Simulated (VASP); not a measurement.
Set up this calculation in VASP 6.6.1, as the native input.

```
Task                   : single point
Functional             : PBEsol
Dispersion             : D4
Potentials or basis    : VASP PAW PBE potentials, release 64 (Pd)
Cutoff                 : 520 eV
k mesh                 : 11 × 11 × 6
Occupations            : fermi-dirac, width 0.05 eV
Spin                   : no spin polarisation
Dipole correction      : no
Further INCAR settings : ALGO = Fast; EDIFF = 1e-07; NBANDS = 17
```

The structure of Pd lies in POSCAR:

```
Pd
1.0
    2.7130453107      0.0000000000      0.0000000000
   -1.3565226554      2.3495661607      0.0000000000
    0.0000000000      0.0000000000      4.5215332136
Pd
2
Direct
    0.3333333333      0.6666666667      0.2500000000
    0.6666666667      0.3333333333      0.7500000000
```

One way to write it, as run:

INCAR

```
PREC = Accurate ; ENCUT = 520
EDIFF = 1E-7 ; ISMEAR = -1
SIGMA = 0.05 ; LREAL = False
LASPH = True ; NELM = 60
ALGO = Fast ; ISIF = 2
LWAVE = False ; LCHARG = False
GGA = PS ; IVDW = 13
NBANDS = 17
```

KPOINTS

```
Automatic mesh
0
Gamma
  11 11 6
```

Potentials or basis: VASP PAW PBE potentials, release 64 (Pd).

Launch:

```console
$ cat potpaw_PBE.64/Pd/POTCAR > POTCAR
$ mpirun -np 1 vasp_std > vasp.out
```

It gave:

The pressure is -0.3 GPa. The band gap on the k mesh is zero (band 10 reaches 10.19 eV, above the bottom of band 11 at 9.29 eV) and the dispersion energy per atom is -0.293 eV.

Caveat: the PAW data sets were made with another functional, which shifts forces and pressure a little; pairwise dispersion overbinds metals, which lowers pressure and volume.

Run time: 43 s on 1 thread of AMD EPYC 7R43 64-Core Processor (Zen 3), on a shared host, peak memory 0.12 GiB.
